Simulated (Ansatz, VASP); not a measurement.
**NbAs: VASP beside Ansatz**

The input POSCAR:

```
NbAs
1.0
   -1.7025248434      1.7025248434      5.7610714056
    1.7025248434     -1.7025248434      5.7610714056
    1.7025248434      1.7025248434     -5.7610714056
Nb As
2 2
Direct
    0.5000000000      0.0000000000      0.5000000000
    0.7500000000      0.7500000000      0.0000000000
    0.9160000000      0.4160000000      0.5000000000
    0.1660000000      0.1660000000      0.0000000000
```

File INCAR.step1:

```
PREC     = Accurate       # precision mode
ENCUT    = 520            # plane-wave cutoff, eV
ISMEAR   = -1             # smearing method
SIGMA    = 0.05           # smearing width, eV
LREAL    = False          # projectors in reciprocal space
LASPH    = True           # aspherical terms in the spheres
NELM     = 80             # most SCF steps
NBANDS   = 26             # bands
GGA      = PE             # functional
ALGO     = Normal         # electronic algorithm
EDIFF    = 1E-4           # SCF threshold, eV
LWAVE    = True           # write WAVECAR
LCHARG   = False          # write CHGCAR
```

Contents of INCAR.step2:

```
PREC     = Accurate       # precision mode
ENCUT    = 520            # plane-wave cutoff, eV
EDIFF    = 1E-7           # SCF threshold, eV
ISMEAR   = -1             # smearing method
SIGMA    = 0.05           # smearing width, eV
LREAL    = False          # projectors in reciprocal space
LASPH    = True           # aspherical terms in the spheres
NELM     = 80             # most SCF steps
ALGO     = Normal         # electronic algorithm
ISIF     = 2              # what is computed and relaxed
LWAVE    = False          # write WAVECAR
LCHARG   = False          # write CHGCAR
METAGGA  = R2SCAN         # meta-GGA
LMIXTAU  = True         
NBANDS   = 26             # bands
ISTART   = 1
```

KPOINTS

```
regular mesh
0
Gamma
  11 11 11
```

File input.yaml:

```yaml
crystal:
  lattice:
    - [-1.7025248434, 1.7025248434, 5.7610714056]
    - [1.7025248434, -1.7025248434, 5.7610714056]
    - [1.7025248434, 1.7025248434, -5.7610714056]
  atoms:
    - { symbol: Nb, position: [0.5, 0.0, 0.5] }
    - { symbol: Nb, position: [0.75, 0.75, 0.0] }
    - { symbol: As, position: [0.916, 0.416, 0.5] }
    - { symbol: As, position: [0.166, 0.166, 0.0] }
hamiltonian:
  xc: r2scan
  pseudopotentials: { kind: paw }
kpoints:
  mp_grid: { grid: [11, 11, 11] }
scf:
  occupations: { method: fermi_dirac, width: 0.05 }
output:
  forces: true
  stress: true
  eigenvalues: true
```

Alike in both runs: task single point; functional r2SCAN; k mesh 11 × 11 × 11; occupations fermi-dirac, width 0.05 eV; no spin polarisation.

|  | VASP | Ansatz |
| --- | --- | --- |
| version | VASP 6.6.1 | Ansatz 0.2.0 |
| potentials or method | VASP PAW PBE potentials, release 64 (Nb_sv, As) | Ansatz PAW |
| plane-wave cutoff (eV) | 520 | 500 |
| valence electrons in the cell | 36 | 56 |

Ansatz gave:

| Quantity | Value |
| --- | --- |
| pressure (GPa) | 10.0 |
| traceless stress, the component that is largest in VASP (GPa) | 0.52 |
| rms of the force components (eV/Å) | 0.194 |

Question: Estimate VASP's values.

Answer: Pressure (GPa): 10.0; traceless stress, the component that is largest in VASP (GPa): 0.49; rms of the force components (eV/Å): 0.193.

VASP's potentials were made for PBE, not for r2SCAN. Atom by atom the forces differ by 0.000 eV/Å (rms over components). VASP's potentials hold 36 valence electrons a cell and Ansatz's 56, so a difference there can come from the potentials and not from the codes.
